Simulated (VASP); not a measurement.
# C in VASP: molecular dynamics with PBE+D3(BJ)

Aim: the molecular dynamics of C with PBE+D3(BJ).

Everything below comes from runs of VASP 6.6.1. Logs are shortened: lines on timing, memory, paths and dates and some standing lists are left out, and cuts for length are marked.

### 1 The cell of the first run

The cell holds a slab with vacuum, 18 atoms: a = 7.398 Å, b = 7.398 Å, c = 13.000 Å, α = 90.00°, β = 90.00°, γ = 120.00°.

### 2 Molecular dynamics, PBE+D3(BJ)

The input, INCAR:

```
SYSTEM = C
ALGO = Normal ; EDIFF = 1E-5
ENCUT = 520 ; GGA = PE
IBRION = 0 ; ISIF = 2
ISMEAR = -1 ; ISYM = 0
IVDW = 12 ; LANGEVIN_GAMMA = 1000
LASPH = .TRUE. ; LCHARG = .FALSE.
LREAL = Auto ; LWAVE = .FALSE.
MDALGO = 3 ; NELM = 100
NELMIN = 4 ; NSW = 40
POTIM = 1.5 ; PREC = Accurate
RANDOM_SEED = 453724 0 0 ; SIGMA = 0.05
TEBEG = 500.0 ; TEEND = 500.0
```

The input, KPOINTS:

```
k-points
0
G
  2 2 1
  0 0 0
```

The input, POSCAR:

```
C
1.0
    7.3980000000      0.0000000000      0.0000000000
   -3.6990000000      6.4068560000      0.0000000000
    0.0000000000      0.0000000000     13.0000000000
C
18
Direct
    0.0000000000      0.0000000000      0.0769231000
    0.2222222200      0.1111111100      0.0769231000
    0.0000000000      0.3333333300      0.0769231000
    0.2222222200      0.4444444400      0.0769231000
    0.0000000000      0.6666666600      0.0769231000
    0.2222222200      0.7777777700      0.0769231000
    0.3333333300      0.0000000000      0.0769231000
    0.5555555600      0.1111111100      0.0769231000
    0.3333333300      0.3333333300      0.0769231000
    0.5555555600      0.4444444400      0.0769231000
    0.3333333300      0.6666666600      0.0769231000
    0.5555555500      0.7777777700      0.0769231000
    0.6666666700      0.0000000000      0.0769231000
    0.8888888900      0.1111111100      0.0769231000
    0.6666666700      0.3333333300      0.0769231000
    0.8888888900      0.4444444400      0.0769231000
    0.6666666700      0.6666666600      0.0769231000
    0.8888888900      0.7777777700      0.0769231000
```

Potentials or basis: VASP PAW PBE potentials, release 64 (C).

Run with:

```
$ cat potpaw_PBE.64/C/POTCAR > POTCAR
$ mpirun -np 1 vasp_std > vasp.out
```

OUTCAR:

```text
SYSTEM = C
   EDIFF = 1E-5
   ENCUT = 520
   GGA = PE
   IBRION = 0
   ISIF = 2
   ISMEAR = -1
   ISYM = 0
   IVDW = 12
   LASPH = .TRUE.
   LREAL = Auto
   NELM = 100
   NELMIN = 4
   NSW = 40
   POTIM = 1.5
   PREC = Accurate
   TEBEG = 500.0
 IVDW          = 12

 ion  position               nearest neighbor table
   1  0.000  0.000  0.077-   2 1.42  14 1.42  18 1.42
   2  0.222  0.111  0.077-   1 1.42   7 1.42   9 1.42
   3  0.000  0.333  0.077-   4 1.42  16 1.42  14 1.42
   4  0.222  0.444  0.077-   3 1.42   9 1.42  11 1.42
   5  0.000  0.667  0.077-   6 1.42  18 1.42  16 1.42
   6  0.222  0.778  0.077-   5 1.42  11 1.42   7 1.42
[... 10 lines left out ...]
  17  0.667  0.667  0.077-  18 1.42  10 1.42  12 1.42
  18  0.889  0.778  0.077-  17 1.42   5 1.42   1 1.42

IMPORTANT INFORMATION: All symmetrisations will be switched off!
NOSYMM: (Re-)initialisation of all symmetry stuff for point group C_1.

----------------------------------------------------------------------------------------

                                     Primitive cell

  volume of cell :     616.1730

  direct lattice vectors                    reciprocal lattice vectors
     7.398000000  0.000000000  0.000000000     0.135171668  0.078041398  0.000000000
    -3.699000000  6.406856000  0.000000000     0.000000000  0.156082796  0.000000000
     0.000000000  0.000000000 13.000000000     0.000000000  0.000000000  0.076923077

  length of vectors
     7.398000000  7.398000054 13.000000000     0.156082797  0.156082796  0.076923077

  position of ions in fractional coordinates (direct lattice)
     0.000000000  0.000000000  0.076923100
     0.222222220  0.111111110  0.076923100
     1.000000000  0.333333330  0.076923100
     0.222222220  0.444444440  0.076923100
     1.000000000  0.666666660  0.076923100
     0.222222220  0.777777770  0.076923100
[... 10 lines left out ...]
     0.666666670  0.666666660  0.076923100
     0.888888890  0.777777770  0.076923100

  ion indices of the primitive-cell ions
   primitive index   ion index
                 1           1
                 2           2
                 3           3
                 4           4
                 5           5
                 6           6
[... 10 lines left out ...]
                17          17
                18          18

----------------------------------------------------------------------------------------

 KPOINTS: k-points

Automatic generation of k-mesh.
 Grid dimensions read from file:
 generate k-points for:    2    2    1

 Generating k-lattice:
[... 37 lines left out ...]
   LSORBIT =      F    spin-orbit coupling
   LASPH  =      T    aspherical Exc in radial PAW
   ENCUT  =  520.0 eV  38.22 Ry    6.18 a.u.  13.76 13.76 24.17*2*pi/ulx,y,z
   NELM   =    100;   NELMIN=  4; NELMDL= -5     # of ELM steps
   EDIFF  = 0.1E-04   stopping-criterion for ELM
   LREAL  =      T    real-space projection
   EDIFFG = 0.1E-03   stopping-criterion for IOM
   NSW    =     40    number of steps for IOM
   IBRION =      0    ionic relax: 0-MD 1-quasi-New 2-CG
   NFREE  =      0    steps in history (QN), initial steepest desc. (CG)
   ISIF   =      2    stress and relaxation
   ISYM   =      0    0-nonsym 1-usesym 2-fastsym
   POTIM  = 1.5000    time-step for ionic-motion
   TEBEG  =  500.0;   TEEND  = 500.0 temperature during run
   PSTRESS=    0.0 pullay stress
   NELECT =      72.0000    total number of electrons
   NUPDOWN=      -1.0000    fix difference up-down
   EMIN   =  10.00;   EMAX   =-10.00  energy-range for DOS
   EFERMI =   0.00;   METHOD = LEGACY
   ISMEAR =    -1;   SIGMA  =   0.05  broadening in eV -4-tet -1-fermi 0-gaus
   EFERMI_NEDOS =   21; number of points for ismear=-14 and -15
   IALGO  =     38    algorithm
   IMIX   =      4    mixing-type and parameters
     AMIX     =   0.40;   BMIX     =  1.00
     AMIX_MAG =   1.60;   BMIX_MAG =  1.00
  volume/ion in A,a.u.               =      34.23       231.01
  Fermi-wavevector in a.u.,A,eV,Ry     =   0.800359  1.512459  8.715544  0.640574
  Thomas-Fermi vector in A             =   1.907639
   LORBIT       =      0    0 simple, 1 ext, 2 COOP (PROOUT), +10 PAW based schemes
   GGA     = PE    functional components
   LHFCALC =     F    Hartree Fock is set to
   AEXX    =    0.0000 exact exchange contribution
   IVDW    =    12    specifies the selected vdW correction
   LEPSILON=     F    determine dielectric tensor
   LRPA    =     F    only Hartree local field effects (RPA)
 molecular dynamics for ions
 non-spin polarized calculation
  energy-cutoff  :      520.00
  volume of cell :      616.17
 maximum number of plane-waves:     16651
 NGX is ok and might be reduce to    56
   NGX = 27   NGY = 27   NGZ = 49

--------------------------------------- Ionic step        1  -------------------------------------------

 number of electron      71.9999999 magnetization

 Free energy of the ion-electron system (eV)
  ---------------------------------------------------
  ext. energy  EPLUGINS =         0.00000000
  ---------------------------------------------------
  free energy    TOTEN  =      -165.62804255 eV

  energy without entropy =     -165.55872783  energy(sigma->0) =     -165.59338519

------------------------ aborting loop because EDIFF is reached ----------------------------------------

 Edisp (eV)   -1.59962

 E8    (eV) :    -0.4991
[... 179 lines left out ...]
  ENERGY OF THE ELECTRON-ION-THERMOSTAT SYSTEM (eV)
  ---------------------------------------------------
% ion-electron   TOTEN  =      -167.091322  see above
  kinetic energy EKIN   =         0.835431
  kin. lattice  EKIN_LAT=         0.000000  (temperature  359.06 K)
  nose potential ES     =         0.000000
  nose kinetic   EPS    =         0.000000
  ---------------------------------------------------
  total energy   ETOTAL =      -166.255891 eV

[... ionic steps 4 to 37 ...]

--------------------------------------- Ionic step       38  -------------------------------------------

 number of electron      72.0000000 magnetization

------------------------ aborting loop because EDIFF is reached ----------------------------------------
[... 127 lines left out ...]
--------------------------------------- Ionic step       40  -------------------------------------------

 number of electron      72.0000000 magnetization

 Free energy of the ion-electron system (eV)
  ---------------------------------------------------
  ext. energy  EPLUGINS =         0.00000000
  ---------------------------------------------------
  free energy    TOTEN  =      -164.91085549 eV

  energy without entropy =     -164.90338261  energy(sigma->0) =     -164.90711905

 E-fermi :  -1.9305     XC(G=0):  -3.3214

 val. band max:       -2.1179102925   @ k =   0.0000   0.0000   0.0000
 cond. band min:      -1.7373977670   @ k =   0.0000   0.0000   0.0000
 fundamental gap:      0.3805125255
 Fermi energy:        -1.9304870010

 k-point     1 :       0.0000    0.0000    0.0000
  band No.  band energies     occupation
      1     -21.4709      2.00000
      2     -19.1811      2.00000
      3     -18.9937      2.00000
      4     -18.9401      2.00000
      5     -18.8691      2.00000
      6     -18.7178      2.00000
[... 240 lines left out ...]
  ENERGY OF THE ELECTRON-ION-THERMOSTAT SYSTEM (eV)
  ---------------------------------------------------
% ion-electron   TOTEN  =      -166.507070  see above
  kinetic energy EKIN   =         0.635241
  kin. lattice  EKIN_LAT=         0.000000  (temperature  273.02 K)
  nose potential ES     =         0.000000
  nose kinetic   EPS    =         0.000000
  ---------------------------------------------------
  total energy   ETOTAL =      -165.871829 eV
```

OSZICAR:

```text
N       E                     dE             d eps       ncg     rms          rms(c)
[... 332 lines left out ...]
       N       E                     dE             d eps       ncg     rms          rms(c)
DAV:   1    -0.164904822479E+03    0.81177E-03   -0.99198E+00   368   0.164E+01    0.676E-01
DAV:   2    -0.164913700590E+03   -0.88781E-02   -0.18602E-01   480   0.214E+00    0.439E-01
DAV:   3    -0.164911050518E+03    0.26501E-02   -0.18265E-02   440   0.671E-01    0.205E-01
DAV:   4    -0.164910848364E+03    0.20215E-03   -0.27808E-03   440   0.244E-01    0.100E-01
DAV:   5    -0.164910866373E+03   -0.18009E-04   -0.41458E-04   448   0.102E-01    0.288E-02
DAV:   6    -0.164910853083E+03    0.13290E-04   -0.10585E-04   440   0.516E-02    0.149E-02
DAV:   7    -0.164910855493E+03   -0.24103E-05   -0.88719E-06   264   0.150E-02
     40 T=   273. E= -.16587183E+03 F= -.16650707E+03 E0= -.16650333E+03  EK= 0.63524E+00 SP= 0.00E+00 SK= 0.00E+00
```

It took 37 min on 1 thread of AMD EPYC 9R45 (Zen 5), shared host; peak memory 0.81 GiB.

Results:

* Dispersion energy per atom: -0.089 eV

Caveat: the k points lie up to 0.49 Å⁻¹ apart.
